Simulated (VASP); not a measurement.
Here is a VASP 6.6.1 calculation.

Contents of INCAR:

```
SYSTEM = SnTe
ALGO = Normal ; EDIFF = 1E-6
ENCUT = 520 ; GGA = CA
ISIF = 2 ; ISMEAR = 0
LASPH = .TRUE. ; LCHARG = .TRUE.
LELF = .TRUE. ; LREAL = .FALSE.
LVHAR = .TRUE. ; LWAVE = .FALSE.
NBANDS = 17 ; NELM = 60
PREC = Accurate ; SIGMA = 0.03
```

File KPOINTS:

```
k-points
0
G
  10 10 10
  0 0 0
```

The input POSCAR:

```
SnTe
1.0
    0.0000000000      3.1880650000      3.1565000000
    3.1565000000      0.0000000000      3.1565000000
    3.1565000000      3.1880650000      0.0000000000
Sn Te
1 1
Direct
    0.0000000000      0.0000000000      0.0000000000
    0.5000000000      0.5000000000      0.5000000000
```

Potentials or basis: VASP PAW LDA potentials, release 64 (Sn_d, Te).

The run is started by

```sh
$ cat potpaw_LDA.64/Sn_d/POTCAR potpaw_LDA.64/Te/POTCAR > POTCAR
$ mpirun -np 1 vasp_std > vasp.out
```

**Question.** What does it give for the band gap on the k mesh?

**Answer.** 0.08 eV, direct.

**Question.** Estimate the pressure.

**Answer.** -2.1 GPa.

Stress tensor (GPa, compression positive):
```
-1.73  0.00  0.00
 0.00 -2.87  0.00
 0.00  0.00 -1.73
```

Caveat: the cell differs from its parent crystal (strain +0.0100 x Voigt [0, 1, 0, 0, 0, 0]); spin-orbit coupling is left out, which moves the levels of the heavy elements. A k mesh can miss the band edges.
